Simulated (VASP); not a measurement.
GaAs:

```
Ga As
1.0
     0.00000    2.87509    2.87509
     2.87509    0.00000    2.87509
     2.87509    2.87509    0.00000
Ga As
1 1
Direct
  0.00000 0.00000 0.00000
  0.25000 0.25000 0.25000
```

```yaml
Program: VASP 6.6.1
Task: relaxation of cell and atoms
Functional: PBEsol
Potentials_or_basis: VASP PAW PBE potentials, release 64 (Ga_d, As)
Cutoff: 600 eV
k_mesh: 10 × 10 × 10
Occupations: gaussian, width 0.01 eV
Spin: no spin polarisation
```

At the start: pressure -2.9 GPa; volume 23.77 Å³/atom.

Problem. How do energy, volume and symmetry change on relaxing?

Solution. Over 3 steps the energy falls by 9.9 meV/atom and the volume is 22.70 Å³/atom (-4.5 %); space group F-43m (No. 216, to 0.05 Å).

The path:
| step | energy change (eV) | largest force (eV/Å) | pressure (GPa) | volume (Å³) |
| --- | --- | --- | --- | --- |
| 1 | 0.0000 | 0.0000 | -2.87 | 47.53 |
| 2 | -0.0172 | 0.0000 | 1.15 | 44.66 |
| 3 | -0.0199 | 0.0000 | 0.03 | 45.40 |

Final structure:
```cif
data_structure
_symmetry_space_group_name_H-M 'P 1'
_symmetry_Int_Tables_number 1
_cell_length_a 4.0042
_cell_length_b 4.0042
_cell_length_c 4.0042
_cell_angle_alpha 60.000
_cell_angle_beta 60.000
_cell_angle_gamma 60.000
_cell_volume 45.40
loop_
_atom_site_label
_atom_site_type_symbol
_atom_site_fract_x
_atom_site_fract_y
_atom_site_fract_z
_atom_site_occupancy
Ga1 Ga 0.00000 0.00000 0.00000 1
As1 As 0.25000 0.25000 0.25000 1
```

Caveat: the PAW data sets were made with another functional, which shifts forces and pressure a little.
